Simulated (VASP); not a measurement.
Ga2O3, 10 atoms in the cell. It takes space group C2/m (No. 12, monoclinic). Conventional cell: a = 12.255 Å, b = 3.039 Å, c = 5.808 Å, α = 90.00°, β = 103.81°, γ = 90.00°. Ga (site symmetry m) has 4 O at 1.83 to 1.87 Å within 2.4 Å. Ga (site symmetry m) has 6 O at 1.94 to 2.08 Å within 2.6 Å. O (site symmetry m) has 3 Ga at 1.83 to 1.94 Å within 2.4 Å. Within 2.5 Å of O (site symmetry m) lie 4 Ga at 1.87 to 2.08 Å. O (site symmetry m) has 3 Ga at 1.84 to 1.94 Å within 2.4 Å. 

| Item | Value |
| --- | --- |
| Program | VASP 6.6.1 |
| Task | single point |
| Functional | r2SCAN |
| Potentials or basis | VASP PAW PBE potentials, release 64 (Ga_d, O) |
| Cutoff | 520 eV |
| k mesh | 8 × 8 × 4 |
| Occupations | fermi-dirac, width 0.02 eV |
| Spin | no spin polarisation |
| Dipole correction | no |
| Further INCAR settings | ALGO = Normal; EDIFF = 1e-06; NBANDS = 55 |

Potentials or basis: VASP PAW PBE potentials, release 64 (Ga_d, O).

Launch:

```console
$ cat potpaw_PBE.64/Ga_d/POTCAR potpaw_PBE.64/O/POTCAR > POTCAR
$ cp INCAR.step1 INCAR
$ mpirun -np 1 vasp_std > vasp.out
$ cp INCAR.step2 INCAR
$ mpirun -np 1 vasp_std > vasp.out
```

Hardware: 1 thread of Oxide Virtual Turin-like Processor, with other jobs on the host.

Question: How long does it take, and how much memory?

Answer: Wall time 41 min on 1 thread of Oxide Virtual Turin-like Processor, on a shared host, peak memory 0.53 GiB. Counts: k points 78.
